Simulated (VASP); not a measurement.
# Si8C6N (a cell with a defect) in VASP: further runs

The runs below take Si8C6N (a cell with a defect) through single point, with PBEsol.

All numbers are computed with VASP 6.6.1; they aren't measurements. Logs are shortened: lines on timing, memory, paths and dates and some standing lists are left out, and cuts for length are marked.

## (1) The cell of the first run

The cell holds a defect, 15 atoms: a = 6.152 Å, b = 5.328 Å, c = 5.048 Å, α = 90.00°, β = 90.00°, γ = 90.00°.

## (2) Single point, PBEsol

INCAR

```
SYSTEM = Si8C6N
PREC = Accurate ; ENCUT = 520
EDIFF = 1E-6 ; ISMEAR = 0
SIGMA = 0.02 ; LREAL = Auto
LASPH = .TRUE. ; NELM = 80
ALGO = Normal ; ISIF = 2
LWAVE = .FALSE. ; LCHARG = .FALSE.
GGA = PS ; NELECT = 60.0
NBANDS = 44
```

KPOINTS

```
Automatic mesh
0
G
  2 3 3
  0 0 0
```

POSCAR

```
Si8C6N
1.0
   -3.0760000000     -5.3277880000      0.0000000000
    4.6140000000     -2.6638940000      0.0000000000
    0.0000000000      0.0000000000      5.0480000000
Si C N
8 6 1
Direct
    0.4991042624      0.3233185330      0.0009374010
    0.5463043526      0.6602538337      0.4990221870
    0.2410293305      0.8315150023      0.0150935024
    0.2405505213      0.1676537502      0.5079984152
    0.0048111180      0.3271794536      0.0094053090
   -0.0215350762      0.6670195287      0.5203912441
    0.7454847453      0.8221874895     -0.0147500000
    0.7527597300      0.1835608863      0.5124300713
    0.4986533811      0.3160563070      0.3755174326
    0.4937961393      0.6615476646      0.8829611727
    0.2503186342      0.1580128129      0.8802937797
    0.0011206808      0.3450412254      0.3823292393
    0.0025106251      0.6579056530      0.8889918780
    0.7533626999      0.1597740930      0.8848482567
    0.1672123190      0.8698413726      0.3642450475
```

Potentials or basis: VASP PAW PBE potentials, release 64 (Si, C, N).

Command:

```bash
> cat potpaw_PBE.64/Si/POTCAR potpaw_PBE.64/C/POTCAR potpaw_PBE.64/N/POTCAR > POTCAR
> mpirun -np 1 vasp_std > vasp.out
```

OUTCAR:

```text
SYSTEM = Si8C6N
   PREC = Accurate
   ENCUT = 520
   EDIFF = 1E-6
   ISMEAR = 0
   LREAL = Auto
   LASPH = .TRUE.
   NELM = 80
   ISIF = 2
   GGA = PS
   NELECT = 60.0

 ion  position               nearest neighbor table
   1  0.499  0.323  0.001-  11 1.87  14 1.88   9 1.89  10 1.90   8 3.01   5 3.04   7 3.06   3 3.06
                             4 3.07   7 3.07   2 3.10   8 3.11   5 3.11   2 3.12   4 3.13   3 3.14
   2  0.546  0.660  0.499-   9 1.96  10 1.96   6 2.66   8 2.84   7 2.88   7 3.00   8 3.06   1 3.10
                             1 3.12
   3  0.241  0.832  0.015-  15 1.83  13 1.85  11 1.87  10 1.92   5 3.01   7 3.05   5 3.05   1 3.06
                             4 3.07   6 3.10   7 3.11   4 3.12   1 3.14   6 3.14
   4  0.241  0.168  0.508-  15 1.80  12 1.86  11 1.88   9 1.90   8 3.00   5 3.03   5 3.04   3 3.07
                             1 3.07   6 3.11   6 3.12   3 3.12   1 3.13
   5  0.005  0.327  0.009-  13 1.86  11 1.88  12 1.89  14 1.89   3 3.01   4 3.03   4 3.04   1 3.04
                             8 3.05   3 3.05   6 3.07   8 3.07   7 3.08   1 3.11   7 3.13
   6  0.978  0.667  0.520-  15 1.77  12 1.86  13 1.87   2 2.66   7 2.87   8 2.93   5 3.07   8 3.08
                             3 3.10   4 3.11   4 3.12   3 3.14
   7  0.745  0.822  0.985-  10 1.84  14 1.87  13 1.87   6 2.87   2 2.88   2 3.00   3 3.05   1 3.06
                             8 3.07   1 3.07   5 3.08   3 3.11   5 3.13
   8  0.753  0.184  0.512-   9 1.85  12 1.87  14 1.88   2 2.84   6 2.93   4 3.00   1 3.01   5 3.05
                             2 3.06   7 3.07   5 3.07   6 3.08   1 3.11
   9  0.499  0.316  0.376-   8 1.85   1 1.89   4 1.90   2 1.96
  10  0.494  0.662  0.883-   7 1.84   1 1.90   3 1.92   2 1.96
  11  0.250  0.158  0.880-   1 1.87   3 1.87   5 1.88   4 1.88
  12  0.001  0.345  0.382-   6 1.86   4 1.86   8 1.87   5 1.89
  13  0.003  0.658  0.889-   3 1.85   5 1.86   6 1.87   7 1.87
  14  0.753  0.160  0.885-   7 1.87   1 1.88   8 1.88   5 1.89
  15  0.167  0.870  0.364-   6 1.77   4 1.80   3 1.83

  LATTYP: Found a simple orthorhombic cell.
 ALAT       =     5.0480000000
 B/A-ratio  =     1.0554255573
 C/A-ratio  =     1.2187004267

  Lattice vectors:

 A1 = (   0.0000000000,   0.0000000000,  -5.0480000000)
 A2 = (   4.6140000000,  -2.6638940000,   0.0000000000)
 A3 = (  -3.0760000000,  -5.3277880000,   0.0000000000)

Analysis of symmetry for initial positions (statically):
=====================================================================
 Subroutine PRICEL returns:
 Original cell was already a primitive cell.

 Routine SETGRP: Setting up the symmetry group for a
 simple orthorhombic supercell.

 Subroutine GETGRP returns: Found  1 space group operations
 (whereof  1 operations were pure point group operations)
 out of a pool of  8 trial point group operations.

The static configuration has the point symmetry C_1 .

Analysis of symmetry for dynamics (positions and initial velocities):
=====================================================================
 Subroutine PRICEL returns:
 Original cell was already a primitive cell.

 Routine SETGRP: Setting up the symmetry group for a
 simple orthorhombic supercell.

 Subroutine GETGRP returns: Found  1 space group operations
 (whereof  1 operations were pure point group operations)
 out of a pool of  8 trial point group operations.

The dynamic configuration has the point symmetry C_1 .

 Subroutine INISYM returns: Found  1 space group operations
 (whereof  1 operations are pure point group operations),
 and found     1 'primitive' translations

----------------------------------------------------------------------------------------

                                     Primitive cell

  volume of cell :     165.4560

  direct lattice vectors                    reciprocal lattice vectors
    -3.076000000 -5.327788000  0.000000000    -0.081274382 -0.140771367  0.000000000
     4.614000000 -2.663894000  0.000000000     0.162548765 -0.093847578  0.000000000
     0.000000000  0.000000000  5.048000000     0.000000000  0.000000000  0.198098257

  length of vectors
     6.151999754  5.327788213  5.048000000     0.162548771  0.187695149  0.198098257

  position of ions in fractional coordinates (direct lattice)
     0.499104262  0.323318533  0.000937401
     0.546304353  0.660253834  0.499022187
     0.241029330  0.831515002  0.015093502
     0.240550521  0.167653750  0.507998415
     0.004811118  0.327179454  0.009405309
     0.978464924  0.667019529  0.520391244
[... 48 lines left out ...]

 Subroutine IBZKPT returns following result:
 ===========================================

 Found     10 irreducible k-points:

 Following reciprocal coordinates:
            Coordinates               Weight
  0.000000  0.000000  0.000000      1.000000
  0.500000  0.000000  0.000000      1.000000
 -0.000000  0.333333  0.000000      2.000000
  0.500000  0.333333  0.000000      2.000000
  0.000000  0.000000  0.333333      2.000000
  0.500000  0.000000  0.333333      2.000000
 -0.000000  0.333333  0.333333      2.000000
  0.000000 -0.333333  0.333333      2.000000
  0.500000  0.333333  0.333333      2.000000
  0.500000 -0.333333  0.333333      2.000000
   k-points           NKPTS =     10   k-points in BZ     NKDIM =     10   number of bands    NBANDS=     44
   number of dos      NEDOS =    301   number of ions     NIONS =     15
   total plane-waves  NPLWV =  76800
   dimension x,y,z NGX =    48 NGY =   40 NGZ =   40
   dimension x,y,z NGXF=    96 NGYF=   80 NGZF=   80
   ions per type =               8   6   1
   NGX,Y,Z   is equivalent  to a cutoff of  12.97, 12.48, 13.17 a.u.
   NGXF,Y,Z  is equivalent  to a cutoff of  25.94, 24.96, 26.35 a.u.
 SYSTEM =  Si8C6N
   PREC   = accura    normal or accurate (medium, high low for compatibility)
   ISTART =      0    job   : 0-new  1-cont  2-samecut
   ICHARG =      2    charge: 1-file 2-atom 10-const
   ISPIN  =      1    spin polarized calculation?
   LNONCOLLINEAR =      F non collinear calculations
   LSORBIT =      F    spin-orbit coupling
   LASPH  =      T    aspherical Exc in radial PAW
   ENCUT  =  520.0 eV  38.22 Ry    6.18 a.u.  11.44  9.91  9.39*2*pi/ulx,y,z
   NELM   =     80;   NELMIN=  2; NELMDL= -5     # of ELM steps
   EDIFF  = 0.1E-05   stopping-criterion for ELM
   LREAL  =      T    real-space projection
   EDIFFG = 0.1E-04   stopping-criterion for IOM
   NSW    =      0    number of steps for IOM
   IBRION =     -1    ionic relax: 0-MD 1-quasi-New 2-CG
   NFREE  =      0    steps in history (QN), initial steepest desc. (CG)
   ISIF   =      2    stress and relaxation
   ISYM   =      2    0-nonsym 1-usesym 2-fastsym
   POTIM  = 0.5000    time-step for ionic-motion
   TEBEG  =    0.0;   TEEND  =   0.0 temperature during run
   PSTRESS=    0.0 pullay stress
   NELECT =      60.0000    total number of electrons
   NUPDOWN=      -1.0000    fix difference up-down
   EMIN   =  10.00;   EMAX   =-10.00  energy-range for DOS
   EFERMI =   0.00;   METHOD = LEGACY
   ISMEAR =     0;   SIGMA  =   0.02  broadening in eV -4-tet -1-fermi 0-gaus
   EFERMI_NEDOS =   21; number of points for ismear=-14 and -15
   IALGO  =     38    algorithm
   IMIX   =      4    mixing-type and parameters
     AMIX     =   0.40;   BMIX     =  1.00
     AMIX_MAG =   1.60;   BMIX_MAG =  1.00
  volume/ion in A,a.u.               =      11.03        74.44
  Fermi-wavevector in a.u.,A,eV,Ry     =   1.167431  2.206124 18.543299  1.362894
  Thomas-Fermi vector in A             =   2.303931
   LORBIT       =      0    0 simple, 1 ext, 2 COOP (PROOUT), +10 PAW based schemes
   GGA     = PS    functional components
   LHFCALC =     F    Hartree Fock is set to
   AEXX    =    0.0000 exact exchange contribution
   IVDW    =     0    specifies the selected vdW correction
   LEPSILON=     F    determine dielectric tensor
   LRPA    =     F    only Hartree local field effects (RPA)
 non-spin polarized calculation
 Gauss-broadening in eV      SIGMA  =   0.02
  energy-cutoff  :      520.00
  volume of cell :      165.46
 maximum number of plane-waves:      4468
 NGX is ok and might be reduce to    48
   NGX = 23   NGY = 19   NGZ = 19

 number of electron      60.0000001 magnetization

 Free energy of the ion-electron system (eV)
  ---------------------------------------------------
  ext. energy  EPLUGINS =         0.00000000
  ---------------------------------------------------
  free energy    TOTEN  =      -122.14824100 eV

  energy without entropy =     -122.14824100  energy(sigma->0) =     -122.14824100

 E-fermi :   8.7747     XC(G=0): -11.2312

 val. band max:        8.6436396812   @ k =   0.0000   0.0000   0.3333
 cond. band min:       9.0915644479   @ k =   0.5000   0.0000   0.3333
 fundamental gap:      0.4479247668
 Fermi energy:         8.7747217619

 k-point     1 :       0.0000    0.0000    0.0000
  band No.  band energies     occupation
      1      -8.4297      2.00000
      2      -6.4724      2.00000
      3      -4.6418      2.00000
      4      -4.4317      2.00000
      5      -3.9034      2.00000
      6      -3.4608      2.00000
[... 439 lines left out ...]
     41      14.0667      0.00000
     42      14.3478      0.00000
 [bands above 42 left out]

------------------------ aborting loop because EDIFF is reached ----------------------------------------

  FORCE on cell =-STRESS in cart. coord.  units (eV):
  Direction    XX          YY          ZZ          XY          YZ          ZX
  --------------------------------------------------------------------------------------
  -------------------------------------------------------------------------------------
  Total       -9.0797254    -15.1096398    -14.9508648      1.4201076     -4.1579699     -1.6030885
  in kB      -87.9226332   -146.3127200   -144.7752378     13.7514736    -40.2632947    -15.5233506
  external PRESSURE =    -126.3368637 kB  Pullay stress =       0.0000000 kB

 VOLUME and BASIS-vectors are now :
 -----------------------------------------------------------------------------
  energy-cutoff  :      520.00
  volume of cell :      165.46
      direct lattice vectors                 reciprocal lattice vectors
    -3.076000000 -5.327788000  0.000000000    -0.081274382 -0.140771367  0.000000000
     4.614000000 -2.663894000  0.000000000     0.162548765 -0.093847578  0.000000000
     0.000000000  0.000000000  5.048000000     0.000000000  0.000000000  0.198098257

 POSITION                                       TOTAL-FORCE (eV/Angst)
 -----------------------------------------------------------------------------------
     -0.04345     -3.52041      0.00473         0.092344      0.039962      0.036327
      1.36598     -4.66944      2.51906        -0.000406     -0.195508      0.145783
      3.09520     -3.49922      0.07619         0.082156      0.058837     -0.025804
      0.03362     -1.72821      2.56438        -0.043451     -0.002546     -0.015409
      1.49481     -0.89720      0.04748         0.053166      0.037604     -0.039381
      0.06787     -6.98992      2.62694         0.007982      0.076243     -0.126557
      1.50046     -6.16201      4.97354         0.061730      0.006431     -0.007219
     -1.46854     -4.49953      2.58675         0.154666      0.149059      0.032056
     -0.07557     -3.49866      1.89561         0.209561      0.002595      0.016378
      1.53346     -4.39313      4.45719         0.101669      0.050273      0.098737
     -0.04091     -1.75457      4.44372         0.054460      0.029496     -0.032720
      1.58857     -0.92512      1.93000        -0.151702      0.153390     -0.029771
      3.02785     -1.76597      4.48763         0.040769      0.027231     -0.054876
     -1.58015     -4.43938      4.46671         0.096478      0.048186      0.016052
      3.49910     -3.20804      1.83871        -0.759423     -0.481253     -0.013595
 -----------------------------------------------------------------------------------
    total drift:                               -0.008561      0.004968     -0.020027

  FREE ENERGIE OF THE ION-ELECTRON SYSTEM (eV)
  ---------------------------------------------------
  free  energy   TOTEN  =      -122.1482409958 eV

  energy  without entropy=     -122.1482409958  energy(sigma->0) =     -122.14824100
```

Wall time 37 s (1 thread of Intel Xeon 6975P-C (Granite Rapids), shared host); peak memory 0.28 GiB.

Results:

| Item | Value |
| --- | --- |
| Free energy | -122.1482 eV |
| Largest force | 0.899 eV/Å |

Forces in eV/Å, atoms in the order of the input:
```
Si   0.092  0.040  0.036
Si   0.000 -0.196  0.146
Si   0.082  0.059 -0.026
Si  -0.043 -0.003 -0.015
Si   0.053  0.038 -0.039
Si   0.008  0.076 -0.127
Si   0.062  0.006 -0.007
Si   0.155  0.149  0.032
C    0.210  0.003  0.016
C    0.102  0.050  0.099
C    0.054  0.029 -0.033
C   -0.152  0.153 -0.030
C    0.041  0.027 -0.055
C    0.096  0.048  0.016
N   -0.759 -0.481 -0.014
```

Caveat: the k points lie up to 0.51 Å⁻¹ apart; the cell carries a net charge on a neutralising background, which shifts energy and pressure; the cell is charged against a uniform background, so pressure and absolute levels hang on convention; the PAW data sets were made with another functional, which shifts forces and pressure a little.

## (3) Single point, PBEsol

INCAR

```
ALGO = Normal
EDIFF = 1E-6
ENCUT = 520
GGA = PS
ISIF = 2
ISMEAR = 0
LASPH = T
LCHARG = T
LELF = T
LREAL = Auto
LVHAR = T
LWAVE = F
NBANDS = 44
NELECT = 60.0
NELM = 80
PREC = Accurate
SIGMA = 0.02
```

KPOINTS

```
k-points
0
Gamma
  2 3 3
```

POSCAR

```
Si8C6N
1.0
   -3.0760000000     -5.3277880000      0.0000000000
    4.6140000000     -2.6638940000      0.0000000000
    0.0000000000      0.0000000000      5.0480000000
Si C N
8 6 1
Direct
    0.5017104696      0.3165527535     -0.0033878764
    0.5237108660      0.6508759480      0.4801265848
    0.2446997915      0.8267443777      0.0180320919
    0.2330134787      0.1723182619      0.5101739303
    0.0047667535      0.3244366133      0.0141547147
   -0.0211424299      0.6717216917      0.5355097068
    0.7441077787      0.8169981637     -0.0122820919
    0.7680326867      0.1750488826      0.5083648970
    0.5030157358      0.2943509760      0.3728219097
    0.4956834351      0.6539031743      0.8715683439
    0.2503267778      0.1545624552      0.8826297544
    0.0009445672      0.3689773491      0.3843330032
    0.0015132528      0.6551982587      0.8959086767
    0.7570659973      0.1536250558      0.8835946910
    0.0829376968      0.9187135577      0.3652240491
```

Potentials or basis: VASP PAW PBE potentials, release 64 (Si, C, N).

Command:

```bash
> cat potpaw_PBE.64/Si/POTCAR potpaw_PBE.64/C/POTCAR potpaw_PBE.64/N/POTCAR > POTCAR
> mpirun -np 1 vasp_std > vasp.out
```

It took 38 s on 1 thread of Intel Xeon 6975P-C (Granite Rapids), shared host; peak memory 0.28 GiB.

The run converged. Its results:

```
Free energy   : -120.8848 eV
Largest force : 2.043 eV/Å
```

Forces on the atoms (eV/Å):
```
Si   0.099  0.055  0.060
Si  -0.091 -0.410  0.342
Si   0.400  0.280  0.386
Si  -0.002 -0.136  0.054
Si   0.040  0.013 -0.031
Si   0.333  0.532 -0.179
Si   0.060  0.076 -0.188
Si   0.256  0.268  0.017
C    0.185 -0.007  0.043
C    0.198  0.170  0.320
C    0.069  0.013 -0.016
C   -0.205  0.252  0.026
C    0.055  0.088 -0.112
C    0.069  0.029  0.010
N   -1.463 -1.224 -0.732
```

Levels at points of the mesh, in eV from the Fermi level:
```tsv
k point	band 28	band 29	band 30	band 31	band 32	band 33
(0.00, 0.00, 0.00)	-1.39	-1.24	-0.20	0.69	1.39	1.99
(0.50, 0.00, 0.00)	-1.82	-1.30	-0.15	0.96	1.11	2.27
```

Caveat: the k points lie up to 0.51 Å⁻¹ apart; the cell carries a net charge on a neutralising background, which shifts energy and pressure; the cell is charged against a uniform background, so pressure and absolute levels hang on convention; the PAW data sets were made with another functional, which shifts forces and pressure a little.

## (4) Single point, PBEsol

INCAR

```
PREC     = Accurate       # precision mode
ENCUT    = 520            # plane-wave cutoff, eV
EDIFF    = 1E-7           # SCF threshold, eV
ISMEAR   = 0              # smearing method
SIGMA    = 0.02           # smearing width, eV
LREAL    = Auto         
LASPH    = True           # aspherical terms in the spheres
NELM     = 80             # most SCF steps
ALGO     = Normal         # electronic algorithm
ISIF     = 2              # what is computed and relaxed
LWAVE    = False          # write WAVECAR
LCHARG   = False          # write CHGCAR
GGA      = PS             # functional
NBANDS   = 44             # bands
NELECT   = 60.0
```

KPOINTS

```
regular mesh
0
Gamma
  2 3 3
```

POSCAR

```
Si8C6N
1.0
   -3.0760000000     -5.3277880000      0.0000000000
    4.6140000000     -2.6638940000      0.0000000000
    0.0000000000      0.0000000000      5.0480000000
Si C N
8 6 1
Direct
    0.4990634608      0.3170061130     -0.0037713946
    0.4771629499      0.6513442206      0.4797291997
    0.2567004086      0.8173811133     -0.0128339937
    0.2328793795      0.1753253081      0.5079857369
   -0.0040005917      0.3248617642      0.0137444532
    0.0213877314      0.6721824147      0.5351105388
    0.7561291427      0.8272627315      0.0178839144
    0.7676956571      0.1729165239      0.5098395404
    0.4977828723      0.2948699860      0.3724312599
    0.5051722432      0.6543538838      0.8711614501
    0.2437111235      0.1540586077      0.8832054279
   -0.0000566542      0.3692706397      0.3839417591
   -0.0008091980      0.6556380379      0.8955208003
    0.7504342383      0.1550127258      0.8822472266
   -0.0830590954      0.9188628571      0.3646901743
```

Command:

```bash
> cat potpaw_PBE.64/Si/POTCAR potpaw_PBE.64/C/POTCAR potpaw_PBE.64/N/POTCAR > POTCAR
> mpirun -np 1 vasp_std > vasp.out
```

Run time: 41 s. Hardware: 1 thread of Intel Xeon 6975P-C (Granite Rapids), shared host; peak memory 0.28 GiB.

The run converged. Its results:

| Quantity | Value |
| --- | --- |
| Free energy | -120.8957 eV |
| Largest force | 2.053 eV/Å |

Forces in eV/Å, atoms in the order of the input:
```
Si   0.001 -0.114  0.059
Si   0.312  0.289  0.342
Si  -0.034 -0.089 -0.186
Si  -0.101 -0.365  0.019
Si   0.007 -0.042 -0.033
Si  -0.306 -0.565 -0.179
Si  -0.041 -0.486  0.384
Si   0.115  0.074  0.053
C    0.102 -0.156  0.050
C   -0.048 -0.253  0.324
C    0.008 -0.076  0.012
C   -0.320  0.056  0.028
C   -0.050 -0.094 -0.113
C    0.028 -0.066 -0.021
N    0.327  1.887 -0.741
```

Levels at points of the mesh, in eV from the Fermi level:
```
           k point  band 28  band 29  band 30  band 31  band 32  band 33
(0.00, 0.00, 0.00)    -1.33    -1.18    -0.14     0.76     1.43     2.05
(0.50, 0.00, 0.00)    -1.77    -1.26    -0.09     1.02     1.17     2.32
```

Caveat: the k points lie up to 0.51 Å⁻¹ apart; the cell carries a net charge on a neutralising background, which shifts energy and pressure; the cell is charged against a uniform background, so pressure and absolute levels hang on convention; the PAW data sets were made with another functional, which shifts forces and pressure a little.
